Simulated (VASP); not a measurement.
# Te (R-3m) in VASP: a series of runs

Te is run at these levels: PBEsol; tasks: single point.

All numbers are computed with VASP 6.6.1; they aren't measurements. Logs are shortened: lines on timing, memory, paths and dates and some standing lists are left out, and cuts for length are marked.

### Step 1. The cell of the first run

Symmetry: R-3m, No. 166, trigonal system. Conventional cell: a = 4.343 Å, b = 4.343 Å, c = 5.573 Å, α = 90.00°, β = 90.00°, γ = 120.00°. Te (site symmetry -3m) has 6 Te at 3.12 Å within 4.1 Å.

### Step 2. Single point, PBEsol (30.35 Å³/atom)

The input, INCAR:

```
PREC = Accurate
ENCUT = 520
EDIFF = 1E-6
ISMEAR = 0
SIGMA = 0.15
LREAL = F
LASPH = T
NELM = 100
ALGO = Normal
ISIF = 2
LWAVE = F
LCHARG = F
GGA = PS
NBANDS = 9
```

The input, KPOINTS:

```
Automatic mesh
0
Gamma
  15 15 15
```

The input, POSCAR:

```
Te
1.0
    2.1716034762      1.2537758516      1.8575896135
   -2.1716034762      1.2537758516      1.8575896135
    0.0000000000     -2.5075517031      1.8575896136
Te
1
Direct
    0.5000000000      0.5000000000      0.5000000000
```

Potentials or basis: VASP PAW PBE potentials, release 64 (Te).

Launch:

```console
cat potpaw_PBE.64/Te/POTCAR > POTCAR
mpirun -np 1 vasp_std > vasp.out
```

OUTCAR:

```text
PREC = Accurate
   ENCUT = 520
   EDIFF = 1E-6
   ISMEAR = 0
   LREAL = F
   LASPH = T
   NELM = 100
   ISIF = 2
   GGA = PS

 ion  position               nearest neighbor table
   1  0.500  0.500  0.500-

  LATTYP: Found a trigonal (rhomboedric) cell.
 ALAT       =     3.1206497266
 COS(alpha) =     0.0314969273

  Lattice vectors:

 A1 = (   2.1716034762,   1.2537758516,   1.8575896135)
 A2 = (  -2.1716034762,   1.2537758516,   1.8575896135)
 A3 = (   0.0000000000,  -2.5075517031,   1.8575896136)

Analysis of symmetry for initial positions (statically):
=====================================================================
 Subroutine PRICEL returns:
 Original cell was already a primitive cell.

 Routine SETGRP: Setting up the symmetry group for a
 trigonal (rhombohedral) supercell.

 Subroutine GETGRP returns: Found 12 space group operations
 (whereof 12 operations were pure point group operations)
 out of a pool of 12 trial point group operations.

The static configuration has the point symmetry D_3d.

Analysis of symmetry for dynamics (positions and initial velocities):
=====================================================================
 Subroutine PRICEL returns:
 Original cell was already a primitive cell.

 Routine SETGRP: Setting up the symmetry group for a
 trigonal (rhombohedral) supercell.

 Subroutine GETGRP returns: Found 12 space group operations
 (whereof 12 operations were pure point group operations)
 out of a pool of 12 trial point group operations.

The dynamic configuration has the point symmetry D_3d.

 Subroutine INISYM returns: Found 12 space group operations
 (whereof 12 operations are pure point group operations),
 and found     1 'primitive' translations

----------------------------------------------------------------------------------------

                                     Primitive cell

  volume of cell :      30.3460

  direct lattice vectors                    reciprocal lattice vectors
     2.171603476  1.253775852  1.857589614     0.230244612  0.132931789  0.179444012
    -2.171603476  1.253775852  1.857589614    -0.230244612  0.132931789  0.179444012
     0.000000000 -2.507551703  1.857589614     0.000000000 -0.265863578  0.179444012

  length of vectors
     3.120649727  3.120649727  3.120649727     0.320754728  0.320754728  0.320754728

  position of ions in fractional coordinates (direct lattice)
     0.500000000  0.500000000  0.500000000

  ion indices of the primitive-cell ions
   primitive index   ion index
                 1           1

----------------------------------------------------------------------------------------

 KPOINTS: Automatic mesh

Automatic generation of k-mesh.
 Grid dimensions read from file:
 generate k-points for:   15   15   15

 Generating k-lattice:

  Cartesian coordinates                     Fractional coordinates (reciprocal lattice)
     0.015349641  0.008862119  0.011962934     0.066666667  0.000000000  0.000000000
    -0.015349641  0.008862119  0.011962934     0.000000000  0.066666667  0.000000000
     0.000000000 -0.017724239  0.011962934    -0.000000000 -0.000000000  0.066666667

  Length of vectors
     0.021383649  0.021383649  0.021383649

  Shift w.r.t. Gamma in fractional coordinates (k-lattice)
     0.000000000  0.000000000  0.000000000

 Subroutine IBZKPT returns following result:
 ===========================================

 Found    344 irreducible k-points:

 Following reciprocal coordinates:
            Coordinates               Weight
  0.000000  0.000000  0.000000      1.000000
  0.066667  0.000000  0.000000      6.000000
  0.133333 -0.000000  0.000000      6.000000
  0.200000 -0.000000  0.000000      6.000000
  0.266667 -0.000000  0.000000      6.000000
  0.333333  0.000000 -0.000000      6.000000
[... 16 lines left out ...]
  0.133333  0.133333  0.000000      6.000000
  0.200000  0.133333 -0.000000     12.000000
 [... further k-points ...]
   k-points           NKPTS =    344   k-points in BZ     NKDIM =    344   number of bands    NBANDS=      9
   number of dos      NEDOS =    301   number of ions     NIONS =      1
   total plane-waves  NPLWV =  13824
   dimension x,y,z NGX =    24 NGY =   24 NGZ =   24
   dimension x,y,z NGXF=    48 NGYF=   48 NGZF=   48
   ions per type =               1
   NGX,Y,Z   is equivalent  to a cutoff of  12.79, 12.79, 12.79 a.u.
   NGXF,Y,Z  is equivalent  to a cutoff of  25.57, 25.57, 25.57 a.u.
 SYSTEM =  unknown system
   PREC   = accura    normal or accurate (medium, high low for compatibility)
   ISTART =      0    job   : 0-new  1-cont  2-samecut
   ICHARG =      2    charge: 1-file 2-atom 10-const
   ISPIN  =      1    spin polarized calculation?
   LNONCOLLINEAR =      F non collinear calculations
   LSORBIT =      F    spin-orbit coupling
   LASPH  =      T    aspherical Exc in radial PAW
   ENCUT  =  520.0 eV  38.22 Ry    6.18 a.u.   5.80  5.80  5.80*2*pi/ulx,y,z
   NELM   =    100;   NELMIN=  2; NELMDL= -5     # of ELM steps
   EDIFF  = 0.1E-05   stopping-criterion for ELM
   LREAL  =      F    real-space projection
   EDIFFG = 0.1E-04   stopping-criterion for IOM
   NSW    =      0    number of steps for IOM
   IBRION =     -1    ionic relax: 0-MD 1-quasi-New 2-CG
   NFREE  =      0    steps in history (QN), initial steepest desc. (CG)
   ISIF   =      2    stress and relaxation
   ISYM   =      2    0-nonsym 1-usesym 2-fastsym
   POTIM  = 0.5000    time-step for ionic-motion
   TEBEG  =    0.0;   TEEND  =   0.0 temperature during run
   PSTRESS=    0.0 pullay stress
   NELECT =       6.0000    total number of electrons
   NUPDOWN=      -1.0000    fix difference up-down
   EMIN   =  10.00;   EMAX   =-10.00  energy-range for DOS
   EFERMI =   0.00;   METHOD = LEGACY
   ISMEAR =     0;   SIGMA  =   0.15  broadening in eV -4-tet -1-fermi 0-gaus
   EFERMI_NEDOS =   21; number of points for ismear=-14 and -15
   IALGO  =     38    algorithm
   IMIX   =      4    mixing-type and parameters
     AMIX     =   0.40;   BMIX     =  1.00
     AMIX_MAG =   1.60;   BMIX_MAG =  1.00
  volume/ion in A,a.u.               =      30.35       204.78
  Fermi-wavevector in a.u.,A,eV,Ry     =   0.953729  1.802286 12.375833  0.909598
  Thomas-Fermi vector in A             =   2.082410
   LORBIT       =      0    0 simple, 1 ext, 2 COOP (PROOUT), +10 PAW based schemes
   GGA     = PS    functional components
   LHFCALC =     F    Hartree Fock is set to
   AEXX    =    0.0000 exact exchange contribution
   IVDW    =     0    specifies the selected vdW correction
   LEPSILON=     F    determine dielectric tensor
   LRPA    =     F    only Hartree local field effects (RPA)
 non-spin polarized calculation
 Gauss-broadening in eV      SIGMA  =   0.15
  energy-cutoff  :      520.00
  volume of cell :       30.35
 maximum number of plane-waves:       829
   NGX = 11   NGY = 11   NGZ = 11

 number of electron       5.9999998 magnetization

 Free energy of the ion-electron system (eV)
  ---------------------------------------------------
  ext. energy  EPLUGINS =         0.00000000
  ---------------------------------------------------
  free energy    TOTEN  =        -3.50925033 eV

  energy without entropy =       -3.50457177  energy(sigma->0) =       -3.50691105

 E-fermi :   7.2891     XC(G=0):  -9.7534

 val. band max:        7.2866140941   @ k =   0.1333   0.1333   0.1333
 cond. band min:       7.3041716899   @ k =  -0.2667   0.4000   0.2000
 fundamental gap:      0.0175575958
 Fermi energy:         7.2891010033

 k-point     1 :       0.0000    0.0000    0.0000
  band No.  band energies     occupation
      1      -6.9090      2.00000
      2       8.5149      0.00000
      3       8.5149      0.00000
      4       8.7258      0.00000
      5      13.2734      0.00000
      6      13.2734      0.00000
      7      13.9404      0.00000
      8      25.1244      0.00000
      9      25.1396      0.00000

 k-point     2 :       0.0667    0.0000    0.0000
  band No.  band energies     occupation
      1      -6.8513      2.00000
      2       7.8777      0.00000
      3       8.5671      0.00000
      4       8.7177      0.00000
      5      13.3253      0.00000
      6      13.6430      0.00000
      7      14.4336      0.00000
      8      23.7727      0.00000
      9      23.9358      0.00000

 k-point     3 :       0.1333   -0.0000    0.0000
  band No.  band energies     occupation
      1      -6.6807      2.00000
      2       6.4752      2.00000
      3       8.7194      0.00000
      4       8.8624      0.00000
      5      13.4797      0.00000
      6      13.9191      0.00000
      7      16.0547      0.00000
      8      22.3755      0.00000
      9      22.5361      0.00000

 k-point     4 :       0.2000   -0.0000    0.0000
  band No.  band energies     occupation
      1      -6.4055      2.00000
      2       4.9602      2.00000
      3       8.9585      0.00000
      4       9.0999      0.00000
      5      13.7313      0.00000
      6      14.2332      0.00000
      7      18.0094      0.00000
      8      21.0813      0.00000
      9      21.2514      0.00000
[... 205 lines left out ...]
 k-point    22 :      -0.0667    0.0667    0.0000
  band No.  band energies     occupation
      1      -6.7909      2.00000
      2       7.8774      0.00000
      3       7.9344      0.00000
      4       8.7035      0.00000
      5      13.5223      0.00000
      6      14.1974      0.00000
      7      14.6701      0.00000
      8      23.5917      0.00000
      9      23.7682      0.00000

 k-point    23 :       0.1333    0.1333    0.0000
  band No.  band energies     occupation
      1      -6.4627      2.00000
      2       6.6588      2.00000
      3       6.8709      1.99992
      4       8.9846      0.00000
      5      13.8953      0.00000
      6      15.9501      0.00000
      7      16.1716      0.00000
      8      19.6996      0.00000
      9      22.7694      0.00000

 k-point    24 :       0.2000    0.1333   -0.0000
  band No.  band energies     occupation
      1      -6.1917      2.00000
      2       5.2431      2.00000
      3       7.0576      1.97096
      4       9.2176      0.00000
      5      14.1623      0.00000
      6      16.1051      0.00000
      7      17.4848      0.00000
      8      19.0706      0.00000
      9      21.4842      0.00000

 [... further k-points ...]

------------------------ aborting loop because EDIFF is reached ----------------------------------------

  FORCE on cell =-STRESS in cart. coord.  units (eV):
  Direction    XX          YY          ZZ          XY          YZ          ZX
  --------------------------------------------------------------------------------------
  -------------------------------------------------------------------------------------
  Total        0.3191071      0.3191071      0.3262584      0.0000000     -0.0000000      0.0000000
  in kB       16.8478922     16.8478922     17.2254592      0.0000000     -0.0000000      0.0000000
  external PRESSURE =      16.9737479 kB  Pullay stress =       0.0000000 kB

 VOLUME and BASIS-vectors are now :
 -----------------------------------------------------------------------------
  energy-cutoff  :      520.00
  volume of cell :       30.35
      direct lattice vectors                 reciprocal lattice vectors
     2.171603476  1.253775852  1.857589614     0.230244612  0.132931789  0.179444012
    -2.171603476  1.253775852  1.857589614    -0.230244612  0.132931789  0.179444012
     0.000000000 -2.507551703  1.857589614     0.000000000 -0.265863578  0.179444012

 POSITION                                       TOTAL-FORCE (eV/Angst)
 -----------------------------------------------------------------------------------
      0.00000      0.00000      2.78638         0.000000      0.000000      0.000000
 -----------------------------------------------------------------------------------
    total drift:                                0.000000      0.000000     -0.000000

  FREE ENERGIE OF THE ION-ELECTRON SYSTEM (eV)
  ---------------------------------------------------
  free  energy   TOTEN  =        -3.5092503349 eV

  energy  without entropy=       -3.5045717681  energy(sigma->0) =       -3.50691105
```

Wall time 28 s (1 thread of AMD EPYC 9R45 (Zen 5), shared host); peak memory 0.18 GiB.

Results:

| Item | Value |
| --- | --- |
| Free energy | -3.5093 eV |
| Pressure | 1.7 GPa |
| Band gap on the k mesh | zero (bands 3 and 4 overlap by 5.77 eV) |

Caveat: the PAW data sets were made with another functional, which shifts forces and pressure a little; spin-orbit coupling is left out, which moves the levels of the heavy elements.

(Continued in part 2 of 3.)
